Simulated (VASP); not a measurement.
Here is a VASP 6.6.1 calculation.

Contents of INCAR:

```
PREC = Accurate ; ENCUT = 520
EDIFF = 1E-6 ; ISMEAR = -1
SIGMA = 0.05 ; LREAL = False
LASPH = True ; NELM = 60
ALGO = Fast ; ISIF = 2
LWAVE = False ; LCHARG = False
NBANDS = 20
```

Contents of KPOINTS:

```
regular mesh
0
Gamma
  10 10 8
```

Contents of POSCAR:

```
Ga
1.0
    1.3643085195     -3.9720811669      0.0000000000
    1.3643085195      3.9720811669      0.0000000000
   -0.1158601719      0.0000000000      3.2849248782
Ga
2
Direct
    0.1310000000      0.8690000000      0.7500000000
    0.8690000000      0.1310000000      0.2500000000
```

Potentials or basis: VASP PAW LDA potentials, release 64 (Ga_d).

Run with:

```sh
$ cat potpaw_LDA.64/Ga_d/POTCAR > POTCAR
$ mpirun -np 1 vasp_std > vasp.out
```

Task: Predict the pressure.

Result: -1.8 GPa.

Task: What does it give for the band gap on the k mesh?

Result: Zero (band 13 reaches 9.85 eV, above the bottom of band 14 at 1.23 eV).

Stress tensor (GPa, compression positive):
```
-1.17  0.00  0.48
 0.00 -1.84  0.00
 0.48  0.00 -2.42
```
